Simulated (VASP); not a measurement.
## TiAl3: single point with PBEsol

TiAl3:

```
Ti Al
1.0
     3.77739    0.00000    0.00000
     0.00000    3.77739    0.00000
     0.00000    0.00000    8.58906
Ti Al
2 6
Direct
  0.00000 0.00000 0.00000
  0.50000 0.50000 0.50000
  0.50000 0.50000 0.00000
  0.00000 0.50000 0.25000
  0.50000 0.00000 0.25000
  0.00000 0.00000 0.50000
  0.50000 0.00000 0.75000
  0.00000 0.50000 0.75000
```

This cell differs from its parent crystal: biaxial strain in the a-b plane: -1.0 %, then relaxed in part.

- Program: VASP 6.6.1
- Task: single point
- Functional: PBEsol
- Potentials or basis: VASP PAW PBE potentials, release 64 (Ti_sv, Al)
- Cutoff: 520 eV
- k mesh: 10 × 10 × 4
- Occupations: gaussian, width 0.1 eV
- Spin: no spin polarisation
- Dipole correction: no
- Further INCAR settings: ALGO = Fast; EDIFF = 1e-06; NBANDS = 31

```yaml
Pressure: 2.0 GPa
Band_gap_on_the_k_mesh: zero (bands 21 and 22 overlap by 2.25 eV)
```

Stress tensor (GPa, compression positive):
```
2.96 0.00 0.00
0.00 2.96 0.00
0.00 0.00 0.07
```

Levels at points of the mesh, in eV from the Fermi level:
| k point | band 17 | band 18 | band 19 | band 20 | band 21 | band 22 | band 23 | band 24 | band 25 | band 26 |
| --- | --- | --- | --- | --- | --- | --- | --- | --- | --- | --- |
| (0.00, 0.00, 0.00) | -1.20 | -0.82 | -0.82 | -0.26 | 0.72 | 0.72 | 0.88 | 0.99 | 1.88 | 1.88 |
| (0.50, 0.00, 0.00) | -1.13 | -1.13 | -0.98 | -0.98 | 0.30 | 0.30 | 1.90 | 1.90 | 2.48 | 2.48 |
| (0.50, 0.50, 0.00) | -2.69 | -2.69 | -2.26 | -2.26 | -1.05 | -1.05 | 1.86 | 1.86 | 2.03 | 2.03 |
| (0.00, 0.00, 0.50) | -1.04 | -1.04 | -0.32 | -0.32 | 0.93 | 0.93 | 1.26 | 1.26 | 1.26 | 1.26 |
| (0.50, 0.00, 0.50) | -1.03 | -1.03 | -0.32 | -0.32 | 0.54 | 0.54 | 1.90 | 1.90 | 2.21 | 2.21 |
| (0.50, 0.50, 0.50) | -1.86 | -1.86 | -1.86 | -1.86 | -1.23 | -1.23 | 0.83 | 0.83 | 1.86 | 1.86 |

It took 14 min on 1 thread of Intel(R) Xeon(R) Platinum 8259CL CPU @ 2.50GHz (Skylake/Cascade Lake), on a shared host, peak memory 0.34 GiB.

Caveat: the cell differs from its parent crystal (biaxial strain in the a-b plane: -1.0 %, then relaxed in part); the PAW data sets were made with another functional, which shifts forces and pressure a little.
